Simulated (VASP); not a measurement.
# Sb (Cmme) in VASP: relaxation of cell and atoms with PBE

Aim: the relaxation of cell and atoms of Sb with PBE.

Program: VASP 6.6.1. These are calculated values, not measurements. Logs are shortened: lines on timing, memory, paths and dates and some standing lists are left out, and cuts for length are marked.

## (1) The cell of the first run

It takes space group Cmme (No. 67, orthorhombic). Conventional cell: a = 4.943 Å, b = 5.401 Å, c = 4.435 Å, α = 90.00°, β = 90.00°, γ = 90.00°. Within 4.0 Å of Sb (site symmetry mm2) lie 12 Sb at 3.01 to 3.84 Å.

The cell was generated, and may not be a known phase.

## (2) Relaxation of cell and atoms, PBE

The input, INCAR:

```
SYSTEM = Sb
ALGO = Normal
EDIFF = 1E-6
EDIFFG = -0.01
ENCUT = 600
GGA = PE
IBRION = 2
ISIF = 3
ISMEAR = 0
LASPH = .TRUE.
LCHARG = .FALSE.
LREAL = .FALSE.
LWAVE = .FALSE.
NELM = 100
NSW = 100
PREC = Accurate
SIGMA = 0.1
```

The input, KPOINTS:

```
k-points
0
G
  16 16 12
  0 0 0
```

The input, POSCAR:

```
Sb
1.0
    2.4712651876     -2.7005323712      0.0000000000
    2.4712651876      2.7005323712      0.0000000000
    0.0000000000      0.0000000000      4.4345665843
Sb
2
Direct
    0.7500000000      0.2500000000      0.8072122898
    0.2500000000      0.7500000000      0.1927877102
```

Potentials or basis: VASP PAW PBE potentials, release 64 (Sb).

The run is started by

```sh
$ cat potpaw_PBE.64/Sb/POTCAR > POTCAR
$ mpirun -np 1 vasp_std > vasp.out
```

OUTCAR:

```text
SYSTEM = Sb
   EDIFF = 1E-6
   EDIFFG = -0.01
   ENCUT = 600
   GGA = PE
   IBRION = 2
   ISIF = 3
   ISMEAR = 0
   LASPH = .TRUE.
   LREAL = .FALSE.
   NELM = 100
   NSW = 100
   PREC = Accurate

 ion  position               nearest neighbor table
   1  0.750  0.250  0.807-   2 3.01   2 3.01   2 3.20   2 3.20   2 3.68   2 3.68
   2  0.250  0.750  0.193-   1 3.01   1 3.01   1 3.20   1 3.20   1 3.68   1 3.68

  LATTYP: Found a base centered orthorhombic cell.
 ALAT       =     4.9425303752
 B/A-ratio  =     1.0927732017
 C/A-ratio  =     0.8972259648

  Lattice vectors:

 A1 = (   2.4712651876,  -2.7005323712,   0.0000000000)
 A2 = (   2.4712651876,   2.7005323712,   0.0000000000)
 A3 = (   0.0000000000,   0.0000000000,   4.4345665843)

Analysis of symmetry for initial positions (statically):
=====================================================================
 Subroutine PRICEL returns:
 Original cell was already a primitive cell.

 Routine SETGRP: Setting up the symmetry group for a
 base centered orthorhombic supercell.

 Subroutine GETGRP returns: Found  8 space group operations
 (whereof  4 operations were pure point group operations)
 out of a pool of  8 trial point group operations.

The static configuration has the point symmetry C_2h.
 The point group associated with its full space group is D_2h.

Analysis of symmetry for dynamics (positions and initial velocities):
=====================================================================
 Subroutine PRICEL returns:
 Original cell was already a primitive cell.

 Routine SETGRP: Setting up the symmetry group for a
 base centered orthorhombic supercell.

 Subroutine GETGRP returns: Found  8 space group operations
 (whereof  4 operations were pure point group operations)
 out of a pool of  8 trial point group operations.

The dynamic configuration has the point symmetry C_2h.
 The point group associated with its full space group is D_2h.

 Subroutine INISYM returns: Found  8 space group operations
 (whereof  4 operations are pure point group operations),
 and found     1 'primitive' translations

----------------------------------------------------------------------------------------

                                     Primitive cell

  volume of cell :      59.1902

  direct lattice vectors                    reciprocal lattice vectors
     2.471265188 -2.700532371  0.000000000     0.202325514 -0.185148679  0.000000000
     2.471265188  2.700532371  0.000000000     0.202325514  0.185148679  0.000000000
     0.000000000  0.000000000  4.434566584     0.000000000  0.000000000  0.225501181

  length of vectors
     3.660604693  3.660604693  4.434566584     0.274254712  0.274254712  0.225501181

  position of ions in fractional coordinates (direct lattice)
     0.750000000  0.250000000  0.807212290
     0.250000000  0.750000000  0.192787710

  ion indices of the primitive-cell ions
   primitive index   ion index
                 1           1
                 2           2

----------------------------------------------------------------------------------------

 KPOINTS: k-points

Automatic generation of k-mesh.
 Grid dimensions read from file:
 generate k-points for:   16   16   12

 Generating k-lattice:

  Cartesian coordinates                     Fractional coordinates (reciprocal lattice)
     0.012645345 -0.011571792  0.000000000     0.062500000  0.000000000  0.000000000
     0.012645345  0.011571792  0.000000000     0.000000000  0.062500000  0.000000000
     0.000000000  0.000000000  0.018791765     0.000000000  0.000000000  0.083333333

  Length of vectors
     0.017140919  0.017140919  0.018791765

  Shift w.r.t. Gamma in fractional coordinates (k-lattice)
     0.000000000  0.000000000  0.000000000

 Subroutine IBZKPT returns following result:
 ===========================================

 Found    511 irreducible k-points:

 Following reciprocal coordinates:
            Coordinates               Weight
  0.000000  0.000000  0.000000      1.000000
  0.062500  0.000000  0.000000      4.000000
  0.125000  0.000000  0.000000      4.000000
  0.187500  0.000000  0.000000      4.000000
  0.250000  0.000000  0.000000      4.000000
  0.312500  0.000000  0.000000      4.000000
[... 16 lines left out ...]
 -0.125000  0.062500  0.000000      4.000000
 -0.062500  0.062500  0.000000      2.000000
 [... further k-points ...]
   k-points           NKPTS =    511   k-points in BZ     NKDIM =    511   number of bands    NBANDS=      9
   number of dos      NEDOS =    301   number of ions     NIONS =      2
   total plane-waves  NPLWV =  32400
   dimension x,y,z NGX =    30 NGY =   30 NGZ =   36
   dimension x,y,z NGXF=    60 NGYF=   60 NGZF=   72
   ions per type =               2
   NGX,Y,Z   is equivalent  to a cutoff of  13.62, 13.62, 13.50 a.u.
   NGXF,Y,Z  is equivalent  to a cutoff of  27.25, 27.25, 26.99 a.u.
 SYSTEM =  Sb
   PREC   = accura    normal or accurate (medium, high low for compatibility)
   ISTART =      0    job   : 0-new  1-cont  2-samecut
   ICHARG =      2    charge: 1-file 2-atom 10-const
   ISPIN  =      1    spin polarized calculation?
   LNONCOLLINEAR =      F non collinear calculations
   LSORBIT =      F    spin-orbit coupling
   LASPH  =      T    aspherical Exc in radial PAW
   ENCUT  =  600.0 eV  44.10 Ry    6.64 a.u.   7.31  7.31  8.86*2*pi/ulx,y,z
   NELM   =    100;   NELMIN=  2; NELMDL= -5     # of ELM steps
   EDIFF  = 0.1E-05   stopping-criterion for ELM
   LREAL  =      F    real-space projection
   EDIFFG = -.1E-01   stopping-criterion for IOM
   NSW    =    100    number of steps for IOM
   IBRION =      2    ionic relax: 0-MD 1-quasi-New 2-CG
   NFREE  =      1    steps in history (QN), initial steepest desc. (CG)
   ISIF   =      3    stress and relaxation
   ISYM   =      2    0-nonsym 1-usesym 2-fastsym
   POTIM  = 0.5000    time-step for ionic-motion
   TEBEG  =    0.0;   TEEND  =   0.0 temperature during run
   PSTRESS=    0.0 pullay stress
   NELECT =      10.0000    total number of electrons
   NUPDOWN=      -1.0000    fix difference up-down
   EMIN   =  10.00;   EMAX   =-10.00  energy-range for DOS
   EFERMI =   0.00;   METHOD = LEGACY
   ISMEAR =     0;   SIGMA  =   0.10  broadening in eV -4-tet -1-fermi 0-gaus
   EFERMI_NEDOS =   21; number of points for ismear=-14 and -15
   IALGO  =     38    algorithm
   IMIX   =      4    mixing-type and parameters
     AMIX     =   0.40;   BMIX     =  1.00
     AMIX_MAG =   1.60;   BMIX_MAG =  1.00
  volume/ion in A,a.u.               =      29.60       199.72
  Fermi-wavevector in a.u.,A,eV,Ry     =   0.905020  1.710240 11.144005  0.819061
  Thomas-Fermi vector in A             =   2.028537
   LORBIT       =      0    0 simple, 1 ext, 2 COOP (PROOUT), +10 PAW based schemes
   GGA     = PE    functional components
   LHFCALC =     F    Hartree Fock is set to
   AEXX    =    0.0000 exact exchange contribution
   IVDW    =     0    specifies the selected vdW correction
   LEPSILON=     F    determine dielectric tensor
   LRPA    =     F    only Hartree local field effects (RPA)
 conjugate gradient relaxation of ions
 non-spin polarized calculation
 Gauss-broadening in eV      SIGMA  =   0.10
  energy-cutoff  :      600.00
  volume of cell :       59.19
 maximum number of plane-waves:      1996
 NGX is ok and might be reduce to    30
   NGX = 15   NGY = 15   NGZ = 17

--------------------------------------- Ionic step        1  -------------------------------------------

 number of electron      10.0000000 magnetization

 number of electron       9.9999999 magnetization

 Free energy of the ion-electron system (eV)
  ---------------------------------------------------
  ext. energy  EPLUGINS =         0.00000000
  ---------------------------------------------------
  free energy    TOTEN  =        -7.72842904 eV

  energy without entropy =       -7.72157167  energy(sigma->0) =       -7.72500036

------------------------ aborting loop because EDIFF is reached ----------------------------------------

  FORCE on cell =-STRESS in cart. coord.  units (eV):
  Direction    XX          YY          ZZ          XY          YZ          ZX
  --------------------------------------------------------------------------------------
  -------------------------------------------------------------------------------------
  Total        0.5386585     -0.0729092     -0.5493064      0.0000000      0.0000000      0.0000000
  in kB       14.5805606     -1.9735256    -14.8687807      0.0000000      0.0000000      0.0000000
  external PRESSURE =      -0.7539152 kB  Pullay stress =       0.0000000 kB
[... 89 lines left out ...]
  FREE ENERGIE OF THE ION-ELECTRON SYSTEM (eV)
  ---------------------------------------------------
  free  energy   TOTEN  =        -7.7775736883 eV

  energy  without entropy=       -7.7707157805  energy(sigma->0) =       -7.77414473

 E-fermi :   7.8933     XC(G=0): -10.0019

 val. band max:        7.8883405685   @ k =   0.5000   0.3750   0.1667
 cond. band min:       7.8968502340   @ k =   0.3750   0.0000   0.3333
 fundamental gap:      0.0085096655
 Fermi energy:         7.8933071088

 k-point     1 :       0.0000    0.0000    0.0000
  band No.  band energies     occupation
      1      -4.7326      2.00000
      2       2.1468      2.00000
      3       5.3901      2.00000
      4       5.6015      2.00000
      5       7.1167      2.00000
      6      10.2556      0.00000
      7      10.6643      0.00000
      8      12.8380      0.00000
      9      13.2473      0.00000
[... 265 lines left out ...]
 k-point    24 :      -0.0625    0.0625    0.0000
  band No.  band energies     occupation
      1      -4.6589      2.00000
      2       1.8783      2.00000
      3       5.1745      2.00000
      4       5.9506      2.00000
      5       7.1879      2.00000
      6      10.3650      0.00000
      7      11.0128      0.00000
      8      12.0964      0.00000
      9      13.2315      0.00000

 [... further k-points ...]

[... ionic steps 4 to 15 ...]

--------------------------------------- Ionic step       16  -------------------------------------------

 number of electron      10.0000000 magnetization

------------------------ aborting loop because EDIFF is reached ----------------------------------------

  FORCE on cell =-STRESS in cart. coord.  units (eV):
  Direction    XX          YY          ZZ          XY          YZ          ZX
  --------------------------------------------------------------------------------------
  -------------------------------------------------------------------------------------
  Total        0.0204330      0.0018636      0.0040293      0.0000000     -0.0000000      0.0000000
  in kB        0.5803236      0.0529278      0.1144388      0.0000000     -0.0000000      0.0000000
  external PRESSURE =       0.2492301 kB  Pullay stress =       0.0000000 kB
[... 57 lines left out ...]
  energy  without entropy=       -7.8002468094  energy(sigma->0) =       -7.80331481

--------------------------------------- Ionic step       18  -------------------------------------------

 number of electron      10.0000000 magnetization

 Free energy of the ion-electron system (eV)
  ---------------------------------------------------
  ext. energy  EPLUGINS =         0.00000000
  ---------------------------------------------------
  free energy    TOTEN  =        -7.80640075 eV

  energy without entropy =       -7.80025474  energy(sigma->0) =       -7.80332775

 E-fermi :   7.8684     XC(G=0):  -9.9905

 val. band max:        7.8639285082   @ k =   0.4375   0.1250   0.0833
 cond. band min:       7.8748448648   @ k =  -0.2500   0.1250   0.0000
 fundamental gap:      0.0109163566
 Fermi energy:         7.8684037512

 k-point     1 :       0.0000    0.0000    0.0000
  band No.  band energies     occupation
      1      -4.7390      2.00000
      2       2.0589      2.00000
      3       5.4203      2.00000
      4       5.4227      2.00000
      5       7.2028      2.00000
      6      10.3168      0.00000
      7      10.6003      0.00000
      8      12.9425      0.00000
      9      12.9472      0.00000
[... 305 lines left out ...]
  FREE ENERGIE OF THE ION-ELECTRON SYSTEM (eV)
  ---------------------------------------------------
  free  energy   TOTEN  =        -7.8064007539 eV

  energy  without entropy=       -7.8002547403  energy(sigma->0) =       -7.80332775

 reached required accuracy - stopping structural energy minimisation
```

Run time: 14 min. Hardware: 1 thread of Intel Xeon 6975P-C (Granite Rapids), shared host; peak memory 0.48 GiB.

Results:

- Free energy: -7.8064 eV
- Relaxed volume: 28.21 Å³/atom
- Relaxed cell: a = 3.936 Å, b = 3.936 Å, c = 3.642 Å, α = 90.00°, β = 90.00°, γ = 90.01°
- Space group after relaxing (to 0.1 Å): P4/nmm (No. 129)
- Energy gained by relaxing: 39.0 meV/atom
- Ionic steps: 18
- Pressure after relaxing: 0.0 GPa
- Largest force after relaxing: 0.010 eV/Å
- Band gap on the k mesh: zero (bands 5 and 6 overlap by 5.03 eV)

Forces in eV/Å, atoms in the order of the input:
```
Sb   0.000  0.000  0.010
Sb   0.000  0.000 -0.010
```

Step by step:
| step | energy change (eV) | largest force (eV/Å) | pressure (GPa) | volume (Å³) |
| --- | --- | --- | --- | --- |
| 1 | 0.0000 | 0.0696 | -0.08 | 59.19 |
| 2 | -0.0146 | 0.0700 | -0.10 | 59.06 |
| 3 | -0.0491 | 0.0254 | 0.04 | 58.55 |
| 4 | -0.0466 | 0.1912 | 1.13 | 57.00 |
| 5 | -0.0586 | 0.0635 | 0.31 | 57.98 |
| 6 | -0.0601 | 0.1004 | 0.47 | 57.73 |
| 7 | -0.0604 | 0.0507 | -1.37 | 59.27 |
| 8 | -0.0631 | 0.0176 | -0.51 | 58.51 |
| 9 | -0.0693 | 0.0135 | -0.57 | 58.16 |
| 10 | -0.0700 | 0.0126 | -0.29 | 56.91 |
| 11 | -0.0719 | 0.0128 | -0.49 | 57.44 |
| 12 | -0.0752 | 0.0268 | 0.02 | 56.65 |
| 13 | -0.0757 | 0.0281 | 0.32 | 56.25 |
| 14 | -0.0775 | 0.0004 | 0.02 | 56.46 |
| 15 | -0.0778 | 0.0175 | -0.15 | 56.58 |
| 16 | -0.0780 | 0.0090 | 0.02 | 56.41 |
| 17 | -0.0780 | 0.0088 | 0.03 | 56.41 |
| 18 | -0.0780 | 0.0099 | 0.02 | 56.43 |

Final structure:
```xyz
2
Lattice="2.7830 -2.7835 0.0000 2.7830 2.7835 0.0000 0.0000 0.0000 3.6420" Properties=species:S:1:pos:R:3 pbc="T T T"
Sb    2.7830   -1.3918    2.9299
Sb    2.7830    1.3918    0.7121
```

Caveat: a cell axis changed by over 15 % at a fixed basis, so the end point is rough; spin-orbit coupling is left out, which moves the levels of the heavy elements.
